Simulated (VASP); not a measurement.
Write the native input for VASP 6.6.1 that does the following.

```
Task                   : single point
Functional             : r2SCAN
Potentials or basis    : VASP PAW PBE potentials, release 64 (Ag)
Cutoff                 : 520 eV
k mesh                 : 8 × 8 × 8
Occupations            : methfessel-paxton, width 0.1 eV
Spin                   : no spin polarisation
Dipole correction      : no
Further INCAR settings : ALGO = Normal; EDIFF = 1e-06; NBANDS = 12
```

Ag:

```
CELL_PARAMETERS angstrom
-0.00622 2.03863 2.06720
2.01497 0.04695 2.01403
2.08560 2.05608 -0.02368
ATOMIC_POSITIONS crystal
Ag 0.00221 0.02855 0.98957
```

These files were run (other wordings do the same):

POSCAR

```
Ag
1.0
   -0.0062230000      2.0386280000      2.0672000000
    2.0149730000      0.0469460000      2.0140300000
    2.0855950000      2.0560800000     -0.0236760000
Ag
1
Direct
    0.0022060000      0.0285520000     -0.0104340000
```

INCAR.step1

```
SYSTEM = Ag
PREC = Accurate ; ENCUT = 520
ISMEAR = 1 ; SIGMA = 0.1
LREAL = .False. ; LASPH = .True.
NELM = 80 ; NBANDS = 12
GGA = PE ; ALGO = Normal
EDIFF = 1E-4 ; LWAVE = .True.
LCHARG = .False.
```

INCAR.step2

```
SYSTEM = Ag
PREC = Accurate ; ENCUT = 520
EDIFF = 1E-6 ; ISMEAR = 1
SIGMA = 0.1 ; LREAL = .False.
LASPH = .True. ; NELM = 80
ALGO = Normal ; ISIF = 2
LWAVE = .False. ; LCHARG = .False.
METAGGA = R2SCAN ; LMIXTAU = .True.
NBANDS = 12 ; ISTART = 1
```

KPOINTS

```
regular mesh
0
Gamma
  8 8 8
  0 0 0
```

Potentials or basis: VASP PAW PBE potentials, release 64 (Ag).

Command:

```bash
$ cat potpaw_PBE.64/Ag/POTCAR > POTCAR
$ cp INCAR.step1 INCAR
$ mpirun -np 1 vasp_std > vasp.out
$ cp INCAR.step2 INCAR
$ mpirun -np 1 vasp_std > vasp.out
```

Results of the run:

```json
{
 "Pressure": "2.5 GPa"
}
```

Caveat: the PAW data sets were made with another functional, which shifts forces and pressure a little.

Run time: 3 min on 1 thread of Intel Xeon 8259CL, with other jobs on the host, peak memory 0.18 GiB.
